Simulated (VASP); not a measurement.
# TiC (Fm-3m) in VASP: further runs, part 2 of 2

VASP 6.6.1. The steps go on from the part before.

## Step 4: Elastic constants, PBEsol

Contents of INCAR:

```
PREC = Accurate ; ENCUT = 600
EDIFF = 1E-8 ; ISMEAR = -1
SIGMA = 0.025 ; LREAL = False
LASPH = True ; NELM = 100
ALGO = Normal ; ISIF = 3
LWAVE = False ; LCHARG = True
GGA = PS ; IBRION = 6
NFREE = 2 ; POTIM = 0.015
NSW = 1
```

Contents of KPOINTS:

```
Automatic mesh
0
Gamma
  9 9 9
```

Contents of POSCAR:

```
TiC
1.0
    0.0000000000      2.1657188437      2.1657188437
    2.1657188437      0.0000000000      2.1657188437
    2.1657188437      2.1657188437      0.0000000000
Ti C
1 1
Direct
    0.0000000000      0.0000000000      0.0000000000
    0.5000000000      0.5000000000      0.5000000000
```

Potentials or basis: VASP PAW PBE potentials, release 64 (Ti_sv, C).

Command:

```
$ cat potpaw_PBE.64/Ti_sv/POTCAR potpaw_PBE.64/C/POTCAR > POTCAR
$ mpirun -np 1 vasp_std > vasp.out
```

OUTCAR:

```text
PREC = Accurate
   ENCUT = 600
   EDIFF = 1E-8
   ISMEAR = -1
   LREAL = False
   LASPH = True
   NELM = 100
   ISIF = 3
   GGA = PS
   IBRION = 6
   NFREE = 2
   POTIM = 0.015
   NSW = 1

 ion  position               nearest neighbor table
   1  0.000  0.000  0.000-   2 2.17   2 2.17   2 2.17   2 2.17   2 2.17   2 2.17
   2  0.500  0.500  0.500-   1 2.17   1 2.17   1 2.17   1 2.17   1 2.17   1 2.17

  LATTYP: Found a face centered cubic cell.
 ALAT       =     4.3314376874

  Lattice vectors:

 A1 = (   0.0000000000,   2.1657188437,   2.1657188437)
 A2 = (   2.1657188437,   0.0000000000,   2.1657188437)
 A3 = (   2.1657188437,   2.1657188437,   0.0000000000)

Analysis of symmetry for initial positions (statically):
=====================================================================
 Subroutine PRICEL returns:
 Original cell was already a primitive cell.

 Routine SETGRP: Setting up the symmetry group for a
 face centered cubic supercell.

 Subroutine GETGRP returns: Found 48 space group operations
[... 9 lines left out ...]

 Routine SETGRP: Setting up the symmetry group for a
 face centered cubic supercell.

 Subroutine GETGRP returns: Found 48 space group operations
[... 11 lines left out ...]
                                     Primitive cell

  volume of cell :      20.3159

  direct lattice vectors                    reciprocal lattice vectors
     0.000000000  2.165718844  2.165718844    -0.230870227  0.230870227  0.230870227
     2.165718844  0.000000000  2.165718844     0.230870227 -0.230870227  0.230870227
     2.165718844  2.165718844  0.000000000     0.230870227  0.230870227 -0.230870227

  length of vectors
     3.062788961  3.062788961  3.062788961     0.399878962  0.399878962  0.399878962

  position of ions in fractional coordinates (direct lattice)
[... 8 lines left out ...]
----------------------------------------------------------------------------------------

 KPOINTS: Automatic mesh

Automatic generation of k-mesh.
 Grid dimensions read from file:
 generate k-points for:    9    9    9

 Generating k-lattice:

  Cartesian coordinates                     Fractional coordinates (reciprocal lattice)
    -0.025652247  0.025652247  0.025652247     0.111111111  0.000000000  0.000000000
     0.025652247 -0.025652247  0.025652247     0.000000000  0.111111111  0.000000000
     0.025652247  0.025652247 -0.025652247     0.000000000  0.000000000  0.111111111

  Length of vectors
     0.044430996  0.044430996  0.044430996

  Shift w.r.t. Gamma in fractional coordinates (k-lattice)
     0.000000000  0.000000000  0.000000000

 Subroutine IBZKPT returns following result:
 ===========================================

 Found     35 irreducible k-points:

 Following reciprocal coordinates:
            Coordinates               Weight
  0.000000  0.000000  0.000000      1.000000
  0.111111  0.000000  0.000000      8.000000
  0.222222  0.000000  0.000000      8.000000
[... 268 lines left out ...]
--------------------------------------- Ionic step       17  -------------------------------------------

 number of electron      16.0000000 magnetization

 Free energy of the ion-electron system (eV)
  ---------------------------------------------------
  ext. energy  EPLUGINS =         0.00000000
  ---------------------------------------------------
  free energy    TOTEN  =       -19.78964532 eV

  energy without entropy =      -19.78890121  energy(sigma->0) =      -19.78927326

 E-fermi :   9.2660     XC(G=0): -12.8597

 val. band max:        9.2327294283   @ k =   0.4444   0.4444   0.0000
 cond. band min:       9.3555966763   @ k =   0.1111   0.1111   0.0000
 fundamental gap:      0.1228672480
 Fermi energy:         9.2660360876

 k-point     1 :       0.0000    0.0000    0.0000
  band No.  band energies     occupation
      1     -47.0321      2.00000
      2     -23.1591      2.00000
      3     -23.1591      2.00000
      4     -23.1591      2.00000
      5      -3.0631      2.00000
      6       9.9547      0.00000
      7       9.9547      0.00000
      8       9.9628      0.00000
      9      11.0178      0.00000
     10      11.0178      0.00000
     11      11.0249      0.00000
     12      11.1335      0.00000
[... 331 lines left out ...]
 k-point    24 :       0.4444    0.4444    0.0000
  band No.  band energies     occupation
      1     -46.9354      2.00000
      2     -23.5919      2.00000
      3     -23.3257      2.00000
      4     -23.3257      2.00000
      5      -0.7655      2.00000
      6       5.7437      2.00000
      7       7.6785      2.00000
      8       9.2243      1.68349
      9       9.2327      1.58243
     10      12.0020      0.00000
     11      12.8948      0.00000
     12      12.8952      0.00000

 [... further k-points ...]
[... 5 lines left out ...]
  --------------------------------------------------------------------------------------
  -------------------------------------------------------------------------------------
  Total       -0.8176979     -0.8246126     -0.8246126      0.0000000      0.0000000      0.0000000
  in kB      -64.4862648    -65.0315834    -65.0315834      0.0000000      0.0000000      0.0000000
  external PRESSURE =     -64.8498106 kB  Pullay stress =       0.0000000 kB
[... 17 lines left out ...]
  FREE ENERGIE OF THE ION-ELECTRON SYSTEM (eV)
  ---------------------------------------------------
  free  energy   TOTEN  =       -19.7896453199 eV

  energy  without entropy=      -19.7889012073  energy(sigma->0) =      -19.78927326

 INTERNAL STRAIN TENSORS FROM STRAINED CELLS
 ============================================

 INTERNAL STRAIN TENSOR FOR ION    1 for displacements in x,y,z  (eV/Angst):
          X           Y           Z          XY          YZ          ZX
  --------------------------------------------------------------------------------
  x    -0.00000     0.00000     0.00000    -0.00000    -0.00000    -0.00000
  y    -0.00000    -0.00000     0.00000    -0.00000    -0.00000     0.00000
  z     0.00000    -0.00000    -0.00000    -0.00000     0.00000    -0.00000

 INTERNAL STRAIN TENSORS FROM DISPLACED ATOMS
 ============================================

 INTERNAL STRAIN TENSOR FOR ION    1 for displacements in x,y,z  (eV/Angst):
          X           Y           Z          XY          YZ          ZX
  --------------------------------------------------------------------------------
  x     0.00000     0.00000     0.00000     0.00000     0.00000     0.00000
  y     0.00000     0.00000     0.00000     0.00000     0.00000     0.00000
  z     0.00000     0.00000     0.00000     0.00000     0.00000     0.00000

 INTERNAL STRAIN TENSOR FOR ION    2 for displacements in x,y,z  (eV/Angst):
          X           Y           Z          XY          YZ          ZX
  --------------------------------------------------------------------------------
  x     0.00000     0.00000     0.00000     0.00000     0.00000     0.00000
  y     0.00000     0.00000     0.00000     0.00000     0.00000     0.00000
  z     0.00000     0.00000     0.00000     0.00000     0.00000     0.00000

 Eigenvectors and eigenvalues of the dynamical matrix
 ----------------------------------------------------

   1 f  =   15.950482 THz   100.219833 2PiTHz  532.050801 cm-1    65.965862 meV
             X         Y         Z           dx          dy          dz
      0.000000  0.000000  0.000000     0.000000    0.000000   -0.447827
      2.165719  2.165719  2.165719     0.000000    0.000000    0.894120
[... 21 lines left out ...]
   6 f/i=    0.000019 THz     0.000119 2PiTHz    0.000634 cm-1     0.000079 meV
             X         Y         Z           dx          dy          dz
      0.000000  0.000000  0.000000    -0.499810   -0.619323    0.407529
      2.165719  2.165719  2.165719    -0.250333   -0.310192    0.204114

--------------------------------------------------------------------------------------------------------

 ELASTIC MODULI CONTR FROM IONIC RELAXATION (kBar)
 Direction    XX          YY          ZZ          XY          YZ          ZX
 --------------------------------------------------------------------------------
 XX           0.0000      0.0000      0.0000      0.0000      0.0000      0.0000
 YY           0.0000      0.0000      0.0000      0.0000      0.0000      0.0000
 ZZ           0.0000      0.0000      0.0000      0.0000      0.0000      0.0000
 XY           0.0000      0.0000      0.0000      0.0000      0.0000      0.0000
 YZ           0.0000      0.0000      0.0000      0.0000      0.0000      0.0000
 ZX           0.0000      0.0000      0.0000      0.0000      0.0000      0.0000
 --------------------------------------------------------------------------------

 TOTAL ELASTIC MODULI (kBar)
 Direction    XX          YY          ZZ          XY          YZ          ZX
 --------------------------------------------------------------------------------
 XX        4972.0903   1192.4847   1192.4847     -0.0000      0.0000     -0.0000
 YY        1192.4847   4972.0903   1192.4847      0.0000      0.0000     -0.0000
 ZZ        1192.4847   1192.4847   4972.0903      0.0000      0.0000      0.0000
 XY          -0.0000      0.0000      0.0000   1672.4249      0.0000     -0.0000
 YZ           0.0000      0.0000      0.0000      0.0000   1672.4249     -0.0000
 ZX          -0.0000     -0.0000      0.0000     -0.0000     -0.0000   1672.4249
 --------------------------------------------------------------------------------
```

It took 3 min on 1 thread of Intel Xeon Platinum 8488C (Sapphire Rapids), shared host; peak memory 0.25 GiB.

Results:

| Quantity | Value |
| --- | --- |
| Elastic constants C11, C12, C44 | 497, 119, 167 GPa |
| Voigt bulk modulus | 245 GPa |
| Highest phonon frequency at Γ, LO-TO splitting left out | 532 cm⁻¹ |

Phonon frequencies in cm⁻¹ (negative: imaginary):
```tsv
q point	frequencies
(0.000, 0.000, 0.000)	0 0 0 532 532 532
```

Elastic tensor in Voigt notation (GPa, in the Cartesian axes of the cell as first typed):
```
497 119 119   0   0   0
119 497 119   0   0   0
119 119 497   0   0   0
  0   0   0 167   0   0
  0   0   0   0 167   0
  0   0   0   0   0 167
```

Clamped-ion elastic tensor (GPa):
```
497 119 119   0   0   0
119 497 119   0   0   0
119 119 497   0   0   0
  0   0   0 167   0   0
  0   0   0   0 167   0
  0   0   0   0   0 167
```

Caveat: the cell is under stress, which shifts elastic constants; the PAW data sets were made with another functional, which shifts forces and pressure a little.

## Step 5: Elastic constants, PBEsol

Contents of INCAR:

```
SYSTEM = TiC
PREC = Accurate
ENCUT = 600
EDIFF = 1E-8
ISMEAR = -1
SIGMA = 0.05
LREAL = .False.
LASPH = .True.
NELM = 60
ALGO = Normal
ISIF = 3
LWAVE = .False.
LCHARG = .True.
GGA = PS
IBRION = 6
NFREE = 2
POTIM = 0.015
NSW = 1
```

Contents of KPOINTS:

```
Automatic mesh
0
Gamma
  8 8 8
  0 0 0
```

POSCAR is that of step 4.

Command:

```
$ cat potpaw_PBE.64/Ti_sv/POTCAR potpaw_PBE.64/C/POTCAR > POTCAR
$ mpirun -np 1 vasp_std > vasp.out
```

Wall time 5 min (1 thread of AMD EPYC 7R43 (Zen 3), shared host); peak memory 0.18 GiB.

It converged, with:

```yaml
Elastic_constants_C11_C12_C44: 491, 123, 169 GPa
Voigt_bulk_modulus: 245 GPa
Highest_phonon_frequency_at_Γ_LO-TO_splitting_left_out: 525 cm⁻¹
```

Phonon frequencies in cm⁻¹ (negative: imaginary):
| q point | frequencies |
| --- | --- |
| (0.000, 0.000, 0.000) | 0 0 0 525 525 525 |

Elastic tensor in Voigt notation (GPa, in the Cartesian axes of the cell as first typed):
```
491 123 123   0   0   0
123 491 123   0   0   0
123 123 491   0   0   0
  0   0   0 169   0   0
  0   0   0   0 169   0
  0   0   0   0   0 169
```

Clamped-ion elastic tensor (GPa):
```
491 123 123   0   0   0
123 491 123   0   0   0
123 123 491   0   0   0
  0   0   0 169   0   0
  0   0   0   0 169   0
  0   0   0   0   0 169
```

Caveat: the cell is under stress, which shifts elastic constants; the PAW data sets were made with another functional, which shifts forces and pressure a little.
